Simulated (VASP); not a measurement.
Input of a VASP 6.6.1 run:

Contents of INCAR:

```
SYSTEM = Y2C
ALGO = Normal ; EDIFF = 1E-7
ENCUT = 520 ; GGA = CA
ISIF = 2 ; ISMEAR = -1
LASPH = .True. ; LCHARG = .False.
LREAL = .False. ; LWAVE = .False.
NBANDS = 20 ; NELM = 60
PREC = Accurate ; SIGMA = 0.05
```

The input KPOINTS:

```
k-points
0
Gamma
  10 10 10
  0 0 0
```

Contents of POSCAR:

```
Y2C
1.0
    1.8124150000      1.0463982881      5.9880000000
   -1.8124150000      1.0463982881      5.9880000000
    0.0000000000     -2.0927965763      5.9880000000
Y C
2 1
Direct
    0.2579300000      0.2579300000      0.2579300000
    0.7420700000      0.7420700000      0.7420700000
    0.0000000000      0.0000000000      0.0000000000
```

Potentials or basis: VASP PAW LDA potentials, release 64 (Y_sv, C).

Command:

```sh
$ cat potpaw_LDA.64/Y_sv/POTCAR potpaw_LDA.64/C/POTCAR > POTCAR
$ mpirun -np 1 vasp_std > vasp.out
```

(1) What does it give for the band gap on the k mesh?

(2) What does it give for the largest force?

(3) Estimate the pressure.

## Answers

(1) zero (bands 13 and 14 overlap by 0.29 eV).

(2) 0.696 eV/Å.

(3) -5.1 GPa.

Caveat: the cell stands under tension.
